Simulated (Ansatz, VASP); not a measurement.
## One calculation of BaS, two programs

The input INCAR:

```
ALGO = Normal
EDIFF = 1E-6
ENCUT = 520
GGA = PE
ISIF = 2
ISMEAR = -1
LASPH = True
LCHARG = False
LREAL = False
LWAVE = False
NBANDS = 15
NELM = 80
PREC = Accurate
SIGMA = 0.05
```

KPOINTS

```
k-points
0
Gamma
  10 10 10
```

Contents of POSCAR:

```
BaS
1.0
    3.7079375925      0.0000000000      0.0000000000
    0.0000000000      3.7079375925      0.0000000000
    0.0000000000      0.0000000000      3.7079375925
Ba S
1 1
Direct
    0.0000000000      0.0000000000      0.0000000000
    0.5000000000      0.5000000000      0.5000000000
```

Input for Ansatz:

```yaml
crystal:
  lattice:
    - [3.7079375925, 0.0, 0.0]
    - [0.0, 3.7079375925, 0.0]
    - [0.0, 0.0, 3.7079375925]
  atoms:
    - { symbol: Ba, position: [0.0, 0.0, 0.0] }
    - { symbol: S, position: [0.5, 0.5, 0.5] }
kpoints:
  mp_grid: { grid: [10, 10, 10] }
scf:
  occupations: { method: fermi_dirac, width: 0.05 }
hamiltonian:
  xc: pbe
  pseudopotentials: { kind: all_electron, lapw: { basis_error: 0.001 } }
output:
  forces: true
  stress: true
  eigenvalues: true
  populations: true
```

Change from the starting cell: volume scaled by 0.9, LAPW.

Alike in both runs: task single point; functional PBE; k mesh 10 × 10 × 10; occupations fermi-dirac, width 0.05 eV; no spin polarisation.

```csv
,VASP,Ansatz
version,VASP 6.6.1,Ansatz 0.2.0
potentials or method,"VASP PAW PBE potentials, release 64 (Ba_sv, S), cutoff 520 eV","all-electron LAPW, scalar-relativistic"
```

VASP gave:

* pressure (GPa): 7.5

Estimate Ansatz's values.

pressure (GPa): 6.0.

Ansatz ran all-electron here, and VASP with PAW potentials.

Neither program's run includes spin-orbit coupling.
